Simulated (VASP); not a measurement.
**BN: single point with r2SCAN**

BN:

```xyz
4
Lattice="2.5539 0.0000 0.0000 -1.2770 2.2118 0.0000 0.0000 0.0000 3.8887" Properties=species:S:1:pos:R:3 pbc="T T T"
B     1.2770    0.7373    3.8876
B     0.0000    1.4745    1.9433
N     1.2770    0.7373    2.4315
N     0.0000    1.4745    0.4872
```

This cell differs from its parent crystal: strain +0.000 along x and y, -0.080 along z.

```json
{
  "Program": "VASP 6.6.1",
  "Task": "single point",
  "Functional": "r2SCAN",
  "Potentials or basis": "VASP PAW PBE potentials, release 64 (B, N)",
  "Cutoff": "520 eV",
  "k mesh": "12 × 12 × 6",
  "Occupations": "gaussian, width 0.05 eV",
  "Spin": "no spin polarisation",
  "Dipole correction": "no",
  "Further INCAR settings": "ALGO = Normal; EDIFF = 1e-07; NBANDS = 16"
}
```

The pressure is 37.7 GPa and the largest force is 0.697 eV/Å. The band gap on the k mesh is 5.91 eV (least direct gap 8.51 eV).

Forces in eV/Å, atoms in the order of the input:
```
B    0.000  0.000  0.697
B    0.000  0.000  0.697
N    0.000  0.000 -0.697
N    0.000  0.000 -0.697
```

Stress tensor (GPa, compression positive):
```
  2.65   0.00   0.00
  0.00   2.65   0.00
  0.00   0.00 107.88
```

Levels at points of the mesh, in eV from the valence-band top:
```tsv
k point	band 5	band 6	band 7	band 8	band 9	band 10	band 11	band 12
(0.00, 0.00, 0.00)	-3.11	-0.20	0.00	0.00	8.55	8.55	9.35	11.22
(0.50, 0.00, 0.00)	-7.69	-6.12	-5.10	-1.95	6.63	9.41	11.16	12.55
(0.00, 0.00, 0.50)	-1.75	-1.75	-1.75	-1.75	9.71	9.71	10.49	10.49
(0.50, 0.00, 0.50)	-4.43	-4.43	-3.50	-3.50	7.49	7.49	12.05	12.05
```

Wall time 3.2 min on 1 thread of Intel Xeon 8259CL (shared host), peak memory 0.14 GiB.

Caveat: the cell differs from its parent crystal (strain +0.000 along x and y, -0.080 along z); the stress differs along the axes, from 3 to 108 GPa; the PAW data sets were made with another functional, which shifts forces and pressure a little. A k mesh can miss the band edges.
